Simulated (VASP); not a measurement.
Cu, 1 atom in the cell. The structure is cubic, space group Im-3m (No. 229). Conventional cell: a = 2.541 Å, b = 2.541 Å, c = 2.541 Å, α = 90.00°, β = 90.00°, γ = 90.00°. Cu (site symmetry m-3m) has 14 Cu at 2.20 to 2.54 Å within 2.9 Å.  This cell differs from its parent crystal: volume scaled by 0.75.

```yaml
Program: VASP 6.6.1
Task: single point
Functional: LDA
Potentials_or_basis: VASP PAW LDA potentials, release 64 (Cu)
Cutoff: 520 eV
k_mesh: 19 × 19 × 19
Occupations: fermi-dirac, width 0.08 eV
Spin: no spin polarisation
Dipole_correction: no
Further_INCAR_settings: ALGO = Normal; EDIFF = 1e-06; NBANDS = 12
```

Potentials or basis: VASP PAW LDA potentials, release 64 (Cu).

Run with:

```bash
$ cat potpaw_LDA.64/Cu/POTCAR > POTCAR
$ mpirun -np 1 vasp_std > vasp.out
```

Hardware: 1 thread of Intel(R) Xeon(R) 6975P-C (Granite Rapids) (shared host).

Q: Estimate the wall time of this run.

A: Wall time 4.8 s on 1 thread of Intel(R) Xeon(R) 6975P-C (Granite Rapids), on a shared host, peak memory 0.12 GiB. Counts: scf iterations 11, k points 220.
